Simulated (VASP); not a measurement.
# Mg (Fm-3m) in VASP: notebook

The runs below take Mg through electric field gradients, with LDA.

Program: VASP 6.6.1. These are calculated values, not measurements. Logs are shortened: lines on timing, memory, paths and dates and some standing lists are left out, and cuts for length are marked.

## Step 1: The cell of the first run

The structure is cubic, space group Fm-3m (No. 225). The conventional cell has a = 4.397 Å, b = 4.397 Å, c = 4.397 Å, α = 90.00°, β = 90.00°, γ = 90.00°. Within 4.1 Å of Mg (site symmetry m-3m) lie 12 Mg at 3.11 Å.

This isn't the form of Mg at room conditions, which is hcp.

## Step 2: Electric field gradients, LDA (21.25 Å³/atom)

INCAR reads:

```
PREC = Accurate ; ENCUT = 520
EDIFF = 1E-8 ; ISMEAR = -1
SIGMA = 0.03 ; LREAL = False
LASPH = True ; NELM = 60
ALGO = Normal ; ISIF = 2
LWAVE = False ; LCHARG = False
LEFG = True ; NBANDS = 7
```

KPOINTS reads:

```
Automatic mesh
0
Gamma
  16 16 16
```

POSCAR reads:

```
Mg
1.0
    0.0000000000      2.1984420020      2.1984420020
    2.1984420020      0.0000000000      2.1984420020
    2.1984420020      2.1984420020      0.0000000000
Mg
1
Direct
    0.0000000000      0.0000000000      0.0000000000
```

Potentials or basis: VASP PAW LDA potentials, release 64 (Mg).

Started as:

```bash
$ cat potpaw_LDA.64/Mg/POTCAR > POTCAR
$ mpirun -np 1 vasp_std > vasp.out
```

OUTCAR:

```text
PREC = Accurate
   ENCUT = 520
   EDIFF = 1E-8
   ISMEAR = -1
   LREAL = False
   LASPH = True
   NELM = 60
   ISIF = 2

 ion  position               nearest neighbor table
   1  0.000  0.000  0.000-

  LATTYP: Found a face centered cubic cell.
 ALAT       =     4.3968840040

  Lattice vectors:

 A1 = (   0.0000000000,   2.1984420020,   2.1984420020)
 A2 = (   2.1984420020,   0.0000000000,   2.1984420020)
 A3 = (   2.1984420020,   2.1984420020,   0.0000000000)

Analysis of symmetry for initial positions (statically):
=====================================================================
 Subroutine PRICEL returns:
 Original cell was already a primitive cell.

 Routine SETGRP: Setting up the symmetry group for a
 face centered cubic supercell.

 Subroutine GETGRP returns: Found 48 space group operations
 (whereof 48 operations were pure point group operations)
 out of a pool of 48 trial point group operations.

The static configuration has the point symmetry O_h .

Analysis of symmetry for dynamics (positions and initial velocities):
=====================================================================
 Subroutine PRICEL returns:
 Original cell was already a primitive cell.

 Routine SETGRP: Setting up the symmetry group for a
 face centered cubic supercell.

 Subroutine GETGRP returns: Found 48 space group operations
 (whereof 48 operations were pure point group operations)
 out of a pool of 48 trial point group operations.

The dynamic configuration has the point symmetry O_h .

 Subroutine INISYM returns: Found 48 space group operations
 (whereof 48 operations are pure point group operations),
 and found     1 'primitive' translations

----------------------------------------------------------------------------------------

                                     Primitive cell

  volume of cell :      21.2508

  direct lattice vectors                    reciprocal lattice vectors
     0.000000000  2.198442002  2.198442002    -0.227433792  0.227433792  0.227433792
     2.198442002  0.000000000  2.198442002     0.227433792 -0.227433792  0.227433792
     2.198442002  2.198442002  0.000000000     0.227433792  0.227433792 -0.227433792

  length of vectors
     3.109066495  3.109066495  3.109066495     0.393926882  0.393926882  0.393926882

  position of ions in fractional coordinates (direct lattice)
     0.000000000  0.000000000  0.000000000

  ion indices of the primitive-cell ions
   primitive index   ion index
                 1           1

----------------------------------------------------------------------------------------

 KPOINTS: Automatic mesh

Automatic generation of k-mesh.
 Grid dimensions read from file:
 generate k-points for:   16   16   16

 Generating k-lattice:

  Cartesian coordinates                     Fractional coordinates (reciprocal lattice)
    -0.014214612  0.014214612  0.014214612     0.062500000  0.000000000  0.000000000
     0.014214612 -0.014214612  0.014214612     0.000000000  0.062500000  0.000000000
     0.014214612  0.014214612 -0.014214612     0.000000000  0.000000000  0.062500000

  Length of vectors
     0.024620430  0.024620430  0.024620430

  Shift w.r.t. Gamma in fractional coordinates (k-lattice)
     0.000000000  0.000000000  0.000000000

 Subroutine IBZKPT returns following result:
 ===========================================

 Found    145 irreducible k-points:

 Following reciprocal coordinates:
            Coordinates               Weight
  0.000000  0.000000  0.000000      1.000000
  0.062500  0.000000  0.000000      8.000000
  0.125000  0.000000  0.000000      8.000000
  0.187500  0.000000  0.000000      8.000000
  0.250000  0.000000  0.000000      8.000000
  0.312500  0.000000  0.000000      8.000000
[... 16 lines left out ...]
 -0.125000  0.062500  0.000000     24.000000
 -0.062500  0.062500  0.000000     12.000000
 [... further k-points ...]
   k-points           NKPTS =    145   k-points in BZ     NKDIM =    145   number of bands    NBANDS=      7
   number of dos      NEDOS =    301   number of ions     NIONS =      1
   total plane-waves  NPLWV =  13824
   dimension x,y,z NGX =    24 NGY =   24 NGZ =   24
   dimension x,y,z NGXF=    48 NGYF=   48 NGZF=   48
   ions per type =               1
   NGX,Y,Z   is equivalent  to a cutoff of  12.83, 12.83, 12.83 a.u.
   NGXF,Y,Z  is equivalent  to a cutoff of  25.67, 25.67, 25.67 a.u.
 SYSTEM =  unknown system
   PREC   = accura    normal or accurate (medium, high low for compatibility)
   ISTART =      0    job   : 0-new  1-cont  2-samecut
   ICHARG =      2    charge: 1-file 2-atom 10-const
   ISPIN  =      1    spin polarized calculation?
   LNONCOLLINEAR =      F non collinear calculations
   LSORBIT =      F    spin-orbit coupling
   LASPH  =      T    aspherical Exc in radial PAW
   ENCUT  =  520.0 eV  38.22 Ry    6.18 a.u.   5.78  5.78  5.78*2*pi/ulx,y,z
   NELM   =     60;   NELMIN=  2; NELMDL= -5     # of ELM steps
   EDIFF  = 0.1E-07   stopping-criterion for ELM
   LREAL  =      F    real-space projection
   EDIFFG = 0.1E-06   stopping-criterion for IOM
   NSW    =      0    number of steps for IOM
   IBRION =     -1    ionic relax: 0-MD 1-quasi-New 2-CG
   NFREE  =      0    steps in history (QN), initial steepest desc. (CG)
   ISIF   =      2    stress and relaxation
   ISYM   =      2    0-nonsym 1-usesym 2-fastsym
   POTIM  = 0.5000    time-step for ionic-motion
   TEBEG  =    0.0;   TEEND  =   0.0 temperature during run
   PSTRESS=    0.0 pullay stress
   NELECT =       2.0000    total number of electrons
   NUPDOWN=      -1.0000    fix difference up-down
   EMIN   =  10.00;   EMAX   =-10.00  energy-range for DOS
   EFERMI =   0.00;   METHOD = LEGACY
   ISMEAR =    -1;   SIGMA  =   0.03  broadening in eV -4-tet -1-fermi 0-gaus
   EFERMI_NEDOS =   21; number of points for ismear=-14 and -15
   IALGO  =     38    algorithm
   IMIX   =      4    mixing-type and parameters
     AMIX     =   0.40;   BMIX     =  1.00
     AMIX_MAG =   1.60;   BMIX_MAG =  1.00
  volume/ion in A,a.u.               =      21.25       143.41
  Fermi-wavevector in a.u.,A,eV,Ry     =   0.744663  1.407209  7.544745  0.554523
  Thomas-Fermi vector in A             =   1.840068
   LORBIT       =      0    0 simple, 1 ext, 2 COOP (PROOUT), +10 PAW based schemes
   GGA     = CA    functional components
   LHFCALC =     F    Hartree Fock is set to
   AEXX    =    0.0000 exact exchange contribution
   IVDW    =     0    specifies the selected vdW correction
   LEPSILON=     F    determine dielectric tensor
   LRPA    =     F    only Hartree local field effects (RPA)
 non-spin polarized calculation
  energy-cutoff  :      520.00
  volume of cell :       21.25
 maximum number of plane-waves:       588
   NGX = 11   NGY = 11   NGZ = 11

 number of electron       2.0000000 magnetization

 Free energy of the ion-electron system (eV)
  ---------------------------------------------------
  ext. energy  EPLUGINS =         0.00000000
  ---------------------------------------------------
  free energy    TOTEN  =        -1.79456413 eV

  energy without entropy =       -1.79261231  energy(sigma->0) =       -1.79358822

 E-fermi :   2.8520     XC(G=0):  -8.9325

 val. band max:        2.8506972071   @ k =  -0.4375   0.4375   0.0000
 cond. band min:       2.8520281467   @ k =  -0.3750   0.4375   0.1250
 fundamental gap:      0.0013309396
 Fermi energy:         2.8520156340

 k-point     1 :       0.0000    0.0000    0.0000
  band No.  band energies     occupation
      1      -4.3763      2.00000
      2      15.6524      0.00000
      3      15.6524      0.00000
      4      15.6524      0.00000
      5      17.8803      0.00000
      6      17.8803      0.00000
      7      17.8803      0.00000

 k-point     2 :       0.0625    0.0000    0.0000
  band No.  band energies     occupation
      1      -4.2849      2.00000
      2      14.2540      0.00000
      3      15.4625      0.00000
      4      15.4625      0.00000
      5      17.9040      0.00000
      6      18.2213      0.00000
      7      18.2213      0.00000

 k-point     3 :       0.1250    0.0000    0.0000
  band No.  band energies     occupation
      1      -4.0114      2.00000
      2      12.1406      0.00000
      3      15.0952      0.00000
      4      15.0952      0.00000
      5      17.6270      0.00000
      6      19.0405      0.00000
      7      19.0405      0.00000

 k-point     4 :       0.1875    0.0000    0.0000
  band No.  band energies     occupation
      1      -3.5574      2.00000
      2      10.0352      0.00000
      3      14.7565      0.00000
      4      14.7565      0.00000
      5      17.3119      0.00000
      6      18.9598      0.00000
      7      18.9598      0.00000

 k-point     5 :       0.2500    0.0000    0.0000
  band No.  band energies     occupation
      1      -2.9258      2.00000
      2       8.0254      0.00000
      3      14.5158      0.00000
      4      14.5158      0.00000
      5      17.0634      0.00000
      6      17.9240      0.00000
      7      17.9240      0.00000

 k-point     6 :       0.3125    0.0000    0.0000
  band No.  band energies     occupation
      1      -2.1203      2.00000
      2       6.1390      0.00000
      3      14.3927      0.00000
      4      14.3927      0.00000
      5      16.9295      0.00000
      6      17.0295      0.00000
      7      17.0295      0.00000

 k-point     7 :       0.3750    0.0000    0.0000
  band No.  band energies     occupation
      1      -1.1462      2.00000
      2       4.3899      0.00000
      3      14.3857      0.00000
      4      14.3857      0.00000
      5      16.3012      0.00000
      6      16.3012      0.00000
      7      16.9194      0.00000
[... 121 lines left out ...]
 k-point    20 :      -0.3125    0.0625    0.0000
  band No.  band energies     occupation
      1      -1.7352      2.00000
      2       5.6092      0.00000
      3      12.7130      0.00000
      4      15.2194      0.00000
      5      16.0443      0.00000
      6      16.8758      0.00000
      7      17.7995      0.00000

 k-point    21 :      -0.2500    0.0625    0.0000
  band No.  band energies     occupation
      1      -2.5967      2.00000
      2       7.4442      0.00000
      3      12.8024      0.00000
      4      15.5225      0.00000
      5      16.6492      0.00000
      6      17.5337      0.00000
      7      18.0676      0.00000

 k-point    22 :      -0.1875    0.0625    0.0000
  band No.  band energies     occupation
      1      -3.2861      2.00000
      2       9.3994      0.00000
      3      13.0426      0.00000
      4      15.7312      0.00000
      5      17.5967      0.00000
      6      17.8744      0.00000
      7      18.8834      0.00000

 k-point    23 :      -0.1250    0.0625    0.0000
  band No.  band energies     occupation
      1      -3.7992      2.00000
      2      11.4307      0.00000
      3      13.4473      0.00000
      4      15.9167      0.00000
      5      18.1461      0.00000
      6      18.5255      0.00000
      7      18.7821      0.00000

 k-point    24 :      -0.0625    0.0625    0.0000
  band No.  band energies     occupation
      1      -4.1328      2.00000
      2      13.2963      0.00000
      3      14.1702      0.00000
      4      15.8887      0.00000
      5      18.0453      0.00000
      6      18.2362      0.00000
      7      18.8184      0.00000

 [... further k-points ...]
[... 5 lines left out ...]
  --------------------------------------------------------------------------------------
  -------------------------------------------------------------------------------------
  Total        0.0907251      0.0907251      0.0907251      0.0000000      0.0000000      0.0000000
  in kB        6.8401117      6.8401117      6.8401117      0.0000000      0.0000000      0.0000000
  external PRESSURE =       6.8401117 kB  Pullay stress =       0.0000000 kB

 VOLUME and BASIS-vectors are now :
 -----------------------------------------------------------------------------
  energy-cutoff  :      520.00
  volume of cell :       21.25
      direct lattice vectors                 reciprocal lattice vectors
     0.000000000  2.198442002  2.198442002    -0.227433792  0.227433792  0.227433792
     2.198442002  0.000000000  2.198442002     0.227433792 -0.227433792  0.227433792
     2.198442002  2.198442002  0.000000000     0.227433792  0.227433792 -0.227433792

 POSITION                                       TOTAL-FORCE (eV/Angst)
 -----------------------------------------------------------------------------------
      0.00000      0.00000      0.00000         0.000000      0.000000      0.000000
 -----------------------------------------------------------------------------------
    total drift:                                0.000000     -0.000000     -0.000000

  FREE ENERGIE OF THE ION-ELECTRON SYSTEM (eV)
  ---------------------------------------------------
  free  energy   TOTEN  =        -1.7945641323 eV

  energy  without entropy=       -1.7926123101  energy(sigma->0) =       -1.79358822

 Electric field gradients (V/A^2)
---------------------------------------------------------------------
 ion       V_xx      V_yy      V_zz      V_xy      V_xz      V_yz
---------------------------------------------------------------------
   1      -0.000    -0.000    -0.000     0.000     0.000     0.000
---------------------------------------------------------------------

 Electric field gradients after diagonalization (V/A^2)
 (convention: |V_zz| > |V_xx| > |V_yy|)
----------------------------------------------------------------------
 ion       V_xx      V_yy      V_zz     asymmetry (V_yy - V_xx)/ V_zz
----------------------------------------------------------------------
   1      -0.000    -0.000     0.000       0.000
----------------------------------------------------------------------

           NMR quadrupolar parameters

 Cq : quadrupolar parameter    Cq=e*Q*V_zz/h
 eta: asymmetry parameters     (V_yy - V_xx)/ V_zz
 Q  : nuclear electric quadrupole moment in mb (millibarn)
----------------------------------------------------------------------
 ion       Cq(MHz)       eta       Q (mb)
----------------------------------------------------------------------
   1       0.000       0.000       1.000
----------------------------------------------------------------------
```

It took 9.6 s on 1 thread of Intel Xeon Platinum 8259CL at 2.50GHz (Skylake/Cascade Lake), shared host; peak memory 0.14 GiB.

Results:

```
Free energy                             : -1.7946 eV
Pressure                                : 0.7 GPa
Band gap on the k mesh                  : zero (bands 1 and 2 overlap by 2.81 eV)
Largest electric field gradient by atom : zero within the noise of the run
```

Levels at points of the mesh, in eV from the Fermi level:
| k point | band 1 | band 2 | band 3 | band 4 |
| --- | --- | --- | --- | --- |
| (0.00, 0.00, 0.00) | -7.23 | 12.80 | 12.80 | 12.80 |
| (0.50, 0.00, 0.00) | -1.78 | -1.30 | 11.68 | 11.68 |
| (0.50, 0.50, 0.00) | -0.22 | 0.85 | 6.28 | 7.31 |

(Continued in part 2 of 2.)
